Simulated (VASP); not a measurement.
# P (P6_3/mmc) in VASP: notebook

P is run at these levels: PBE; tasks: single point.

Program: VASP 6.6.1. These are calculated values, not measurements. Logs are shortened: lines on timing, memory, paths and dates and some standing lists are left out, and cuts for length are marked.

**1. The cell of the first run**

It takes space group P6_3/mmc (No. 194, hexagonal). Conventional cell: a = 2.705 Å, b = 2.705 Å, c = 4.588 Å, α = 90.00°, β = 90.00°, γ = 120.00°. Within 3.6 Å of P (site symmetry -6m2) lie 12 P at 2.71 to 2.78 Å.

**2. Single point, PBE**

Input file INCAR:

```
PREC = Accurate
ENCUT = 520
EDIFF = 1E-7
ISMEAR = -1
SIGMA = 0.05
LREAL = False
LASPH = True
NELM = 80
ALGO = Normal
ISIF = 2
LWAVE = False
LCHARG = False
GGA = PE
NBANDS = 12
```

Input file KPOINTS:

```
regular mesh
0
Gamma
  15 15 8
```

Input file POSCAR:

```
P
1.0
    2.7053825630      0.0000000000      0.0000000000
   -1.3526912815      2.3429300266      0.0000000000
    0.0000000000      0.0000000000      4.5876880108
P
2
Direct
    0.3333333333      0.6666666667      0.2500000000
    0.6666666667      0.3333333333      0.7500000000
```

Potentials or basis: VASP PAW PBE potentials, release 64 (P).

Launch:

```bash
$ cat potpaw_PBE.64/P/POTCAR > POTCAR
$ mpirun -np 1 vasp_std > vasp.out
```

OUTCAR:

```text
PREC = Accurate
   ENCUT = 520
   EDIFF = 1E-7
   ISMEAR = -1
   LREAL = False
   LASPH = True
   NELM = 80
   ISIF = 2
   GGA = PE

 ion  position               nearest neighbor table
   1  0.333  0.667  0.250-   2 2.78   2 2.78   2 2.78   2 2.78   2 2.78   2 2.78
   2  0.667  0.333  0.750-   1 2.78   1 2.78   1 2.78   1 2.78   1 2.78   1 2.78

  LATTYP: Found a hexagonal cell.
 ALAT       =     2.7053825630
 C/A-ratio  =     1.6957631329

  Lattice vectors:

 A1 = (   2.7053825630,   0.0000000000,   0.0000000000)
 A2 = (  -1.3526912815,   2.3429300266,   0.0000000000)
 A3 = (   0.0000000000,   0.0000000000,   4.5876880108)

Analysis of symmetry for initial positions (statically):
=====================================================================
 Subroutine PRICEL returns:
 Original cell was already a primitive cell.

 Routine SETGRP: Setting up the symmetry group for a
 hexagonal supercell.

 Subroutine GETGRP returns: Found 24 space group operations
 (whereof 12 operations were pure point group operations)
 out of a pool of 24 trial point group operations.

The static configuration has the point symmetry D_3d.
 The point group associated with its full space group is D_6h.

Analysis of symmetry for dynamics (positions and initial velocities):
=====================================================================
 Subroutine PRICEL returns:
 Original cell was already a primitive cell.

 Routine SETGRP: Setting up the symmetry group for a
 hexagonal supercell.

 Subroutine GETGRP returns: Found 24 space group operations
 (whereof 12 operations were pure point group operations)
 out of a pool of 24 trial point group operations.

The dynamic configuration has the point symmetry D_3d.
 The point group associated with its full space group is D_6h.

 Subroutine INISYM returns: Found 24 space group operations
 (whereof 12 operations are pure point group operations),
 and found     1 'primitive' translations

----------------------------------------------------------------------------------------

                                     Primitive cell

  volume of cell :      29.0792

  direct lattice vectors                    reciprocal lattice vectors
     2.705382563  0.000000000  0.000000000     0.369633491  0.213407995  0.000000000
    -1.352691282  2.342930027  0.000000000     0.000000000  0.426815991  0.000000000
     0.000000000  0.000000000  4.587688011     0.000000000  0.000000000  0.217974718

  length of vectors
     2.705382563  2.705382563  4.587688011     0.426815991  0.426815991  0.217974718

  position of ions in fractional coordinates (direct lattice)
[... 84 lines left out ...]
   NFREE  =      0    steps in history (QN), initial steepest desc. (CG)
   ISIF   =      2    stress and relaxation
   ISYM   =      2    0-nonsym 1-usesym 2-fastsym
   POTIM  = 0.5000    time-step for ionic-motion
   TEBEG  =    0.0;   TEEND  =   0.0 temperature during run
   PSTRESS=    0.0 pullay stress
   NELECT =      10.0000    total number of electrons
   NUPDOWN=      -1.0000    fix difference up-down
   EMIN   =  10.00;   EMAX   =-10.00  energy-range for DOS
   EFERMI =   0.00;   METHOD = LEGACY
   ISMEAR =    -1;   SIGMA  =   0.05  broadening in eV -4-tet -1-fermi 0-gaus
   EFERMI_NEDOS =   21; number of points for ismear=-14 and -15
   IALGO  =     38    algorithm
   IMIX   =      4    mixing-type and parameters
     AMIX     =   0.40;   BMIX     =  1.00
     AMIX_MAG =   1.60;   BMIX_MAG =  1.00
  volume/ion in A,a.u.               =      14.54        98.12
  Fermi-wavevector in a.u.,A,eV,Ry     =   1.146958  2.167436 17.898638  1.315513
  Thomas-Fermi vector in A             =   2.283640
   LORBIT       =      0    0 simple, 1 ext, 2 COOP (PROOUT), +10 PAW based schemes
   GGA     = PE    functional components
   LHFCALC =     F    Hartree Fock is set to
   AEXX    =    0.0000 exact exchange contribution
   IVDW    =     0    specifies the selected vdW correction
   LEPSILON=     F    determine dielectric tensor
   LRPA    =     F    only Hartree local field effects (RPA)
 non-spin polarized calculation
  energy-cutoff  :      520.00
  volume of cell :       29.08
 maximum number of plane-waves:       801
 NGX is ok and might be reduce to    20
   NGX =  9   NGY =  9   NGZ = 17

 number of electron      10.0000001 magnetization

 Free energy of the ion-electron system (eV)
  ---------------------------------------------------
  ext. energy  EPLUGINS =         0.00000000
  ---------------------------------------------------
  free energy    TOTEN  =        -9.13449551 eV

  energy without entropy =       -9.12651237  energy(sigma->0) =       -9.13050394

 E-fermi :   9.8478     XC(G=0): -11.4801

 val. band max:        9.8440243023   @ k =   0.4667   0.0667   0.0000
 cond. band min:       9.8615963833   @ k =   0.2667   0.2000   0.2500
 fundamental gap:      0.0175720810
 Fermi energy:         9.8478028425

 k-point     1 :       0.0000    0.0000    0.0000
  band No.  band energies     occupation
      1      -6.5518      2.00000
      2      -1.2160      2.00000
      3       1.6657      2.00000
      4      14.9878      0.00000
      5      14.9878      0.00000
      6      15.9748      0.00000
      7      16.6284      0.00000
      8      16.6284      0.00000
      9      20.2460      0.00000
     10      20.7146      0.00000
     11      21.6424      0.00000
     12      21.6424      0.00000
[... 331 lines left out ...]
 k-point    24 :       0.4000    0.2000    0.0000
  band No.  band energies     occupation
      1      -0.2261      2.00000
      2       1.0014      2.00000
      3       4.9372      2.00000
      4       6.2959      2.00000
      5       6.6682      2.00000
      6       7.4012      2.00000
      7       9.2299      1.99999
      8      10.6069      0.00000
      9      14.9678      0.00000
     10      20.6411      0.00000
     11      23.4806      0.00000
     12      24.9360      0.00000

 [... further k-points ...]
[... 5 lines left out ...]
  --------------------------------------------------------------------------------------
  -------------------------------------------------------------------------------------
  Total       -0.0325906     -0.0325906     -0.0283406      0.0000000     -0.0000000      0.0000000
  in kB       -1.7956470     -1.7956470     -1.5614824      0.0000000     -0.0000000      0.0000000
  external PRESSURE =      -1.7175921 kB  Pullay stress =       0.0000000 kB

 VOLUME and BASIS-vectors are now :
 -----------------------------------------------------------------------------
  energy-cutoff  :      520.00
  volume of cell :       29.08
      direct lattice vectors                 reciprocal lattice vectors
     2.705382563  0.000000000  0.000000000     0.369633491  0.213407995  0.000000000
    -1.352691282  2.342930027  0.000000000     0.000000000  0.426815991  0.000000000
     0.000000000  0.000000000  4.587688011     0.000000000  0.000000000  0.217974718

 POSITION                                       TOTAL-FORCE (eV/Angst)
 -----------------------------------------------------------------------------------
     -0.00000      1.56195      1.14692        -0.000000      0.000000      0.000000
      1.35269      0.78098      3.44077         0.000000     -0.000000      0.000000
 -----------------------------------------------------------------------------------
    total drift:                               -0.000000      0.000000      0.000000

  FREE ENERGIE OF THE ION-ELECTRON SYSTEM (eV)
  ---------------------------------------------------
  free  energy   TOTEN  =        -9.1344955085 eV

  energy  without entropy=       -9.1265123703  energy(sigma->0) =       -9.13050394
```

OSZICAR:

```text
N       E                     dE             d eps       ncg     rms          rms(c)
DAV:   1     0.200098848712E+02    0.20010E+02   -0.45838E+03  3240   0.731E+02
DAV:   2    -0.816515330889E+01   -0.28175E+02   -0.26709E+02  4492   0.112E+02
DAV:   3    -0.914504333173E+01   -0.97989E+00   -0.97200E+00  4132   0.193E+01
DAV:   4    -0.914997352592E+01   -0.49302E-02   -0.49294E-02  3920   0.170E+00
DAV:   5    -0.915000092022E+01   -0.27394E-04   -0.27392E-04  4120   0.122E-01    0.569E+00
DAV:   6    -0.913868597905E+01    0.11315E-01   -0.73314E-03  3652   0.462E-01    0.331E+00
DAV:   7    -0.913447060765E+01    0.42154E-02   -0.13119E-02  3616   0.623E-01    0.146E-01
DAV:   8    -0.913449616476E+01   -0.25557E-04   -0.33846E-04  4100   0.120E-01    0.232E-02
DAV:   9    -0.913449642292E+01   -0.25816E-06   -0.22205E-06  4288   0.108E-02    0.773E-03
DAV:  10    -0.913449521488E+01    0.12080E-05   -0.60670E-07  4000   0.471E-03    0.387E-03
DAV:  11    -0.913449549642E+01   -0.28154E-06   -0.15368E-08  2320   0.843E-04    0.169E-04
DAV:  12    -0.913449550846E+01   -0.12041E-07   -0.10072E-09  2108   0.241E-04
   1 F= -.91344955E+01 E0= -.91305039E+01  d E =-.798314E-02
```

stdout:

```text
POSCAR found type information on POSCAR P
 POSCAR found :  1 types and       2 ions
 scaLAPACK will be used
 LDA part: xc-table for (Slater+PW92), standard interpolation
 POSCAR, INCAR and KPOINTS ok, starting setup
 FFT: planning ... GRIDC
 FFT: planning ... GRID_SOFT
 FFT: planning ... GRID
 WAVECAR not read
 entering main loop
```

It took 22 s on 1 thread of Intel Xeon Platinum 8488C (Sapphire Rapids), shared host; peak memory 0.15 GiB.

Results:

```yaml
Free_energy: -9.1345 eV
Pressure: -0.2 GPa
Band_gap_on_the_k_mesh: zero (band 5 reaches 15.87 eV, above the bottom of band 6 at 5.06 eV)
```

(Part 1 of 2 ends here.)
